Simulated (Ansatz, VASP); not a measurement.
**Two plane-wave programs on B2Te3**

```
CELL_PARAMETERS angstrom
5.91853 0.00000 0.00000
-2.95927 5.12560 0.00000
0.00000 0.00000 4.13498
ATOMIC_POSITIONS crystal
B 0.33333 0.66667 0.50000
B 0.66667 0.33333 0.50000
Te 0.40586 0.00000 0.00000
Te 0.00000 0.40586 0.00000
Te 0.59414 0.59414 0.00000
```

Alike in both runs: task relaxation of cell and atoms; functional PBE; k mesh 3 × 3 × 4; occupations gaussian, width 0.1 eV; no spin polarisation.

|  | VASP | Ansatz |
| --- | --- | --- |
| version | VASP 6.6.1 | Ansatz 0.2.0 |
| potentials or method | VASP PAW PBE potentials, release 64 (B, Te), cutoff 600 eV | scalar-relativistic, plane waves, PAW |
| valence electrons in the cell | 24 | 54 |

```csv
,VASP,Ansatz,Ansatz less VASP
"gap on the k mesh at the Fermi level, each at its own relaxed structure (eV)",none,none,-
relaxed volume (Å³/atom),21.68,21.71,+0.029
relaxed length of the cell vector where the two differ most in proportion (Å),6.256,6.260,+0.0043
```

A gap of «none» marks a metal or a gap that the smearing closes. VASP's potentials hold 24 valence electrons a cell and Ansatz's 54, so a difference there can come from the potentials and not from the codes.

The k mesh is coarse, so the values compare programs but aren't converged. Neither program's run includes spin-orbit coupling.
